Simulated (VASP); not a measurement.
# BN (klda) (F-43m) in VASP: a series of runs

BN (klda) is run at these levels: LDA; tasks: single point, relaxation of cell and atoms.

Everything below comes from runs of VASP 6.6.1. Logs are shortened: lines on timing, memory, paths and dates and some standing lists are left out, and cuts for length are marked.

### 1 The cell of the first run

It takes space group F-43m (No. 216, cubic). The conventional cell has a = 3.626 Å, b = 3.626 Å, c = 3.626 Å, α = 90.00°, β = 90.00°, γ = 90.00°. Within 2.1 Å of B (site symmetry -43m) lie 4 N at 1.57 Å. N (site symmetry -43m) has 4 B at 1.57 Å within 2.1 Å.

### 2 Single point, LDA

File INCAR:

```
SYSTEM = BN
PREC     = Accurate       ! precision mode
ENCUT    = 520            ! plane-wave cutoff, eV
EDIFF    = 1E-6           ! SCF threshold, eV
ISMEAR   = 0              ! smearing method
SIGMA    = 0.1            ! smearing width, eV
LREAL    = .FALSE.        ! projectors in reciprocal space
LASPH    = .TRUE.         ! aspherical terms in the spheres
NELM     = 100            ! most SCF steps
ALGO     = Normal         ! electronic algorithm
ISIF     = 2              ! what is computed and relaxed
LWAVE    = .FALSE.        ! write WAVECAR
LCHARG   = .FALSE.        ! write CHGCAR
GGA      = CA             ! functional
NBANDS   = 11             ! bands
```

File KPOINTS:

```
Automatic mesh
0
G
  8 8 8
  0 0 0
```

File POSCAR:

```
BN
1.0
    0.0000000000      1.8130010000      1.8130010000
    1.8130010000      0.0000000000      1.8130010000
    1.8130010000      1.8130010000      0.0000000000
B N
1 1
Direct
    0.0000000000      0.0000000000      0.0000000000
    0.2500000000      0.2500000000      0.2500000000
```

Potentials or basis: VASP PAW LDA potentials, release 64 (B, N).

On the command line:

```
$ cat potpaw_LDA.64/B/POTCAR potpaw_LDA.64/N/POTCAR > POTCAR
$ mpirun -np 1 vasp_std > vasp.out
```

OUTCAR:

```text
SYSTEM = BN
   PREC = Accurate
   ENCUT = 520
   EDIFF = 1E-6
   ISMEAR = 0
   LREAL = .FALSE.
   LASPH = .TRUE.
   NELM = 100
   ISIF = 2
   GGA = CA

 ion  position               nearest neighbor table
   1  0.000  0.000  0.000-   2 1.57   2 1.57   2 1.57   2 1.57
   2  0.250  0.250  0.250-   1 1.57   1 1.57   1 1.57   1 1.57

  LATTYP: Found a face centered cubic cell.
 ALAT       =     3.6260020000

  Lattice vectors:

 A1 = (   0.0000000000,   1.8130010000,   1.8130010000)
 A2 = (   1.8130010000,   0.0000000000,   1.8130010000)
 A3 = (   1.8130010000,   1.8130010000,   0.0000000000)

Analysis of symmetry for initial positions (statically):
=====================================================================
 Subroutine PRICEL returns:
 Original cell was already a primitive cell.

 Routine SETGRP: Setting up the symmetry group for a
 face centered cubic supercell.

 Subroutine GETGRP returns: Found 24 space group operations
 (whereof 24 operations were pure point group operations)
 out of a pool of 48 trial point group operations.

The static configuration has the point symmetry T_d .

Analysis of symmetry for dynamics (positions and initial velocities):
=====================================================================
 Subroutine PRICEL returns:
 Original cell was already a primitive cell.

 Routine SETGRP: Setting up the symmetry group for a
 face centered cubic supercell.

 Subroutine GETGRP returns: Found 24 space group operations
 (whereof 24 operations were pure point group operations)
 out of a pool of 48 trial point group operations.

The dynamic configuration has the point symmetry T_d .

 Subroutine INISYM returns: Found 24 space group operations
 (whereof 24 operations are pure point group operations),
 and found     1 'primitive' translations

----------------------------------------------------------------------------------------

                                     Primitive cell

  volume of cell :      11.9186

  direct lattice vectors                    reciprocal lattice vectors
     0.000000000  1.813001000  1.813001000    -0.275785838  0.275785838  0.275785838
     1.813001000  0.000000000  1.813001000     0.275785838 -0.275785838  0.275785838
     1.813001000  1.813001000  0.000000000     0.275785838  0.275785838 -0.275785838

  length of vectors
     2.563970603  2.563970603  2.563970603     0.477675083  0.477675083  0.477675083

  position of ions in fractional coordinates (direct lattice)
     0.000000000  0.000000000  0.000000000
     0.250000000  0.250000000  0.250000000

  ion indices of the primitive-cell ions
   primitive index   ion index
                 1           1
                 2           2

----------------------------------------------------------------------------------------

 KPOINTS: Automatic mesh

Automatic generation of k-mesh.
 Grid dimensions read from file:
 generate k-points for:    8    8    8

 Generating k-lattice:

  Cartesian coordinates                     Fractional coordinates (reciprocal lattice)
    -0.034473230  0.034473230  0.034473230     0.125000000  0.000000000  0.000000000
     0.034473230 -0.034473230  0.034473230     0.000000000  0.125000000  0.000000000
     0.034473230  0.034473230 -0.034473230     0.000000000  0.000000000  0.125000000

  Length of vectors
     0.059709385  0.059709385  0.059709385

  Shift w.r.t. Gamma in fractional coordinates (k-lattice)
     0.000000000  0.000000000  0.000000000

 Subroutine IBZKPT returns following result:
 ===========================================

 Found     29 irreducible k-points:

 Following reciprocal coordinates:
            Coordinates               Weight
  0.000000  0.000000  0.000000      1.000000
  0.125000  0.000000  0.000000      8.000000
  0.250000  0.000000  0.000000      8.000000
  0.375000  0.000000  0.000000      8.000000
  0.500000  0.000000  0.000000      4.000000
  0.125000  0.125000  0.000000      6.000000
[... 16 lines left out ...]
  0.500000  0.250000  0.125000     48.000000
 -0.375000  0.250000  0.125000     24.000000
 [... further k-points ...]
   k-points           NKPTS =     29   k-points in BZ     NKDIM =     29   number of bands    NBANDS=     11
   number of dos      NEDOS =    301   number of ions     NIONS =      2
   total plane-waves  NPLWV =   8000
   dimension x,y,z NGX =    20 NGY =   20 NGZ =   20
   dimension x,y,z NGXF=    40 NGYF=   40 NGZF=   40
   ions per type =               1   1
   NGX,Y,Z   is equivalent  to a cutoff of  12.97, 12.97, 12.97 a.u.
   NGXF,Y,Z  is equivalent  to a cutoff of  25.94, 25.94, 25.94 a.u.
 SYSTEM =  BN
   PREC   = accura    normal or accurate (medium, high low for compatibility)
   ISTART =      0    job   : 0-new  1-cont  2-samecut
   ICHARG =      2    charge: 1-file 2-atom 10-const
   ISPIN  =      1    spin polarized calculation?
   LNONCOLLINEAR =      F non collinear calculations
   LSORBIT =      F    spin-orbit coupling
   LASPH  =      T    aspherical Exc in radial PAW
   ENCUT  =  520.0 eV  38.22 Ry    6.18 a.u.   4.77  4.77  4.77*2*pi/ulx,y,z
   NELM   =    100;   NELMIN=  2; NELMDL= -5     # of ELM steps
   EDIFF  = 0.1E-05   stopping-criterion for ELM
   LREAL  =      F    real-space projection
   EDIFFG = 0.1E-04   stopping-criterion for IOM
   NSW    =      0    number of steps for IOM
   IBRION =     -1    ionic relax: 0-MD 1-quasi-New 2-CG
   NFREE  =      0    steps in history (QN), initial steepest desc. (CG)
   ISIF   =      2    stress and relaxation
   ISYM   =      2    0-nonsym 1-usesym 2-fastsym
   POTIM  = 0.5000    time-step for ionic-motion
   TEBEG  =    0.0;   TEEND  =   0.0 temperature during run
   PSTRESS=    0.0 pullay stress
   NELECT =       8.0000    total number of electrons
   NUPDOWN=      -1.0000    fix difference up-down
   EMIN   =  10.00;   EMAX   =-10.00  energy-range for DOS
   EFERMI =   0.00;   METHOD = LEGACY
   ISMEAR =     0;   SIGMA  =   0.10  broadening in eV -4-tet -1-fermi 0-gaus
   EFERMI_NEDOS =   21; number of points for ismear=-14 and -15
   IALGO  =     38    algorithm
   IMIX   =      4    mixing-type and parameters
     AMIX     =   0.40;   BMIX     =  1.00
     AMIX_MAG =   1.60;   BMIX_MAG =  1.00
  volume/ion in A,a.u.               =       5.96        40.22
  Fermi-wavevector in a.u.,A,eV,Ry     =   1.433387  2.708709 27.954506  2.054598
  Thomas-Fermi vector in A             =   2.552911
   LORBIT       =      0    0 simple, 1 ext, 2 COOP (PROOUT), +10 PAW based schemes
   GGA     = CA    functional components
   LHFCALC =     F    Hartree Fock is set to
   AEXX    =    0.0000 exact exchange contribution
   IVDW    =     0    specifies the selected vdW correction
   LEPSILON=     F    determine dielectric tensor
   LRPA    =     F    only Hartree local field effects (RPA)
 non-spin polarized calculation
 Gauss-broadening in eV      SIGMA  =   0.10
  energy-cutoff  :      520.00
  volume of cell :       11.92
 maximum number of plane-waves:       332
   NGX =  9   NGY =  9   NGZ =  9

 number of electron       8.0000000 magnetization

 Free energy of the ion-electron system (eV)
  ---------------------------------------------------
  ext. energy  EPLUGINS =         0.00000000
  ---------------------------------------------------
  free energy    TOTEN  =       -19.39651632 eV

  energy without entropy =      -19.39651632  energy(sigma->0) =      -19.39651632

 E-fermi :   7.7897     XC(G=0): -13.0610

 val. band max:        7.2753157693   @ k =   0.0000   0.0000   0.0000
 cond. band min:      11.6079965442   @ k =   0.5000   0.5000   0.0000
 fundamental gap:      4.3326807749
 Fermi energy:         7.7897367751

 k-point     1 :       0.0000    0.0000    0.0000
  band No.  band energies     occupation
      1     -12.6912      2.00000
      2       7.2753      2.00000
      3       7.2753      2.00000
      4       7.2753      2.00000
      5      15.9158      0.00000
      6      15.9158      0.00000
      7      15.9158      0.00000
      8      17.5681      0.00000
      9      31.5936      0.00000
     10      34.9511      0.00000
     11      34.9511      0.00000

 k-point     2 :       0.1250    0.0000    0.0000
  band No.  band energies     occupation
      1     -12.3136      2.00000
      2       5.4237      2.00000
      3       6.8959      2.00000
      4       6.8959      2.00000
      5      16.3076      0.00000
      6      16.4809      0.00000
      7      16.4809      0.00000
      8      18.6983      0.00000
      9      31.0954      0.00000
     10      31.7213      0.00000
     11      31.7213      0.00000

 k-point     3 :       0.2500    0.0000    0.0000
  band No.  band energies     occupation
      1     -11.2159      2.00000
      2       1.8560      2.00000
      3       6.1516      2.00000
      4       6.1516      2.00000
      5      16.8124      0.00000
      6      17.4202      0.00000
      7      17.4202      0.00000
      8      20.6324      0.00000
      9      30.2455      0.00000
     10      30.6583      0.00000
     11      30.6583      0.00000

 k-point     4 :       0.3750    0.0000    0.0000
  band No.  band energies     occupation
      1      -9.5858      2.00000
      2      -1.5800      2.00000
      3       5.5596      2.00000
      4       5.5596      2.00000
      5      17.2150      0.00000
      6      17.7832      0.00000
      7      17.7832      0.00000
      8      21.8286      0.00000
      9      30.0497      0.00000
     10      32.1265      0.00000
     11      32.1265      0.00000
[... 239 lines left out ...]
 k-point    22 :       0.3750    0.2500    0.1250
  band No.  band energies     occupation
      1     -10.2794      2.00000
      2       1.6458      2.00000
      3       3.3590      2.00000
      4       5.2673      2.00000
      5      15.6789      0.00000
      6      18.9302      0.00000
      7      19.7227      0.00000
      8      20.3673      0.00000
      9      26.4209      0.00000
     10      32.5761      0.00000
     11      34.2443      0.00000

 k-point    23 :       0.5000    0.2500    0.1250
  band No.  band energies     occupation
      1      -8.7534      2.00000
      2      -0.8758      2.00000
      3       2.5627      2.00000
      4       4.3408      2.00000
      5      16.4826      0.00000
      6      18.4551      0.00000
      7      20.8425      0.00000
      8      21.6526      0.00000
      9      26.9734      0.00000
     10      32.1301      0.00000
     11      34.3485      0.00000

 k-point    24 :      -0.3750    0.2500    0.1250
  band No.  band energies     occupation
      1      -7.7459      2.00000
      2      -2.3656      2.00000
      3       2.4982      2.00000
      4       3.8365      2.00000
      5      16.6629      0.00000
      6      18.3032      0.00000
      7      21.4446      0.00000
      8      22.7661      0.00000
      9      26.3474      0.00000
     10      32.7046      0.00000
     11      34.3666      0.00000

 [... further k-points ...]
[... 5 lines left out ...]
  --------------------------------------------------------------------------------------
  -------------------------------------------------------------------------------------
  Total       -0.9920531     -0.9920531     -0.9920531      0.0000000      0.0000000     -0.0000000
  in kB     -133.3587075   -133.3587075   -133.3587075      0.0000000      0.0000000     -0.0000000
  external PRESSURE =    -133.3587075 kB  Pullay stress =       0.0000000 kB

 VOLUME and BASIS-vectors are now :
 -----------------------------------------------------------------------------
  energy-cutoff  :      520.00
  volume of cell :       11.92
      direct lattice vectors                 reciprocal lattice vectors
     0.000000000  1.813001000  1.813001000    -0.275785838  0.275785838  0.275785838
     1.813001000  0.000000000  1.813001000     0.275785838 -0.275785838  0.275785838
     1.813001000  1.813001000  0.000000000     0.275785838  0.275785838 -0.275785838

 POSITION                                       TOTAL-FORCE (eV/Angst)
 -----------------------------------------------------------------------------------
      0.00000      0.00000      0.00000        -0.000000     -0.000000     -0.000000
      0.90650      0.90650      0.90650         0.000000      0.000000      0.000000
 -----------------------------------------------------------------------------------
    total drift:                               -0.000000     -0.000000     -0.000000

  FREE ENERGIE OF THE ION-ELECTRON SYSTEM (eV)
  ---------------------------------------------------
  free  energy   TOTEN  =       -19.3965163249 eV

  energy  without entropy=      -19.3965163249  energy(sigma->0) =      -19.39651632
```

Wall time 2.7 s (1 thread of Intel Xeon Platinum 8488C (Sapphire Rapids), shared host); peak memory 0.11 GiB.

Results:

| Item | Value |
| --- | --- |
| Free energy | -19.3965 eV |
| Pressure | -13.3 GPa |
| Band gap on the k mesh | 4.33 eV, indirect (least direct gap 8.64 eV) |

(Continued in part 2 of 2.)
